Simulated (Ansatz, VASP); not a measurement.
Sr in VASP and in Ansatz

```
CELL_PARAMETERS angstrom
0.00000 3.06250 3.06250
3.06250 0.00000 3.06250
3.06250 3.06250 0.00000
ATOMIC_POSITIONS crystal
Sr 0.00000 0.00000 0.00000
```

Alike in both runs: task single point; functional r2SCAN; k mesh 6 × 6 × 6; occupations fermi-dirac, width 0.05 eV; no spin polarisation.

|  | VASP | Ansatz |
| --- | --- | --- |
| version | VASP 6.6.1 | Ansatz 0.2.0 |
| potentials or method | VASP PAW PBE potentials, release 64 (Sr_sv) | Ansatz PAW |
| plane-wave cutoff (eV) | 520 | 500 |
| valence electrons in the cell | 10 | 10 |

Ansatz gave:

- gap on the k mesh at the Fermi level (eV): none
- pressure (GPa): -0.2

Problem. Which values does VASP return?

Solution. gap on the k mesh at the Fermi level (eV): none; pressure (GPa): -0.1.

VASP's potentials were made for PBE, not for r2SCAN. A gap of «none» marks a metal or a gap that the smearing closes. The functional is the same, so the differences come from potentials, cutoffs and numerics.
